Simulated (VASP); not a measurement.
Write the native input for VASP 6.6.1 that does the following.

- Task: single point
- Functional: PBE
- Potentials or basis: VASP PAW PBE potentials, release 64 (Hf_pv, Te)
- Cutoff: 500 eV
- k mesh: 4 × 4 × 4
- Occupations: gaussian, width 0.1 eV
- Spin: no spin polarisation
- Dipole correction: no
- Further INCAR settings: ALGO = Normal; EDIFF = 1e-06; NBANDS = 25

The structure of HfTe4 lies in POSCAR:

```
HfTe4
1.0
    5.2825585300      0.0000000000      0.0000000000
    0.0000000000      5.2825585300      0.0000000000
    0.0000000000      0.0000000000      5.2825585300
Hf Te
1 4
Direct
    0.0000000000      0.0000000000      0.0000000000
    0.5000000000      0.5000000000      0.5000000000
    0.0000000000      0.5000000000      0.5000000000
    0.5000000000      0.0000000000      0.5000000000
    0.5000000000      0.5000000000      0.0000000000
```

One way to write it, as run:

INCAR

```
PREC = Accurate ; ENCUT = 500
EDIFF = 1E-6 ; ISMEAR = 0
SIGMA = 0.1 ; LREAL = F
LASPH = T ; NELM = 120
ALGO = Normal ; ISIF = 2
LWAVE = F ; LCHARG = F
GGA = PE ; NBANDS = 25
GGA_COMPAT = F
```

KPOINTS

```
Automatic mesh
0
Gamma
  4 4 4
```

Potentials or basis: VASP PAW PBE potentials, release 64 (Hf_pv, Te).

Launch:

```console
$ cat potpaw_PBE.64/Hf_pv/POTCAR potpaw_PBE.64/Te/POTCAR > POTCAR
$ mpirun -np 1 vasp_std > vasp.out
```

Results of the run:

- Pressure: 12.7 GPa
- Band gap on the k mesh: zero (band 17 reaches 7.32 eV, above the bottom of band 18 at 6.59 eV)

Caveat: spin-orbit coupling is left out, which moves the levels of the heavy elements.

It took 42 s on 1 thread of Intel(R) Xeon(R) Platinum 8259CL CPU @ 2.50GHz (Skylake/Cascade Lake), with other jobs on the host, peak memory 0.25 GiB.
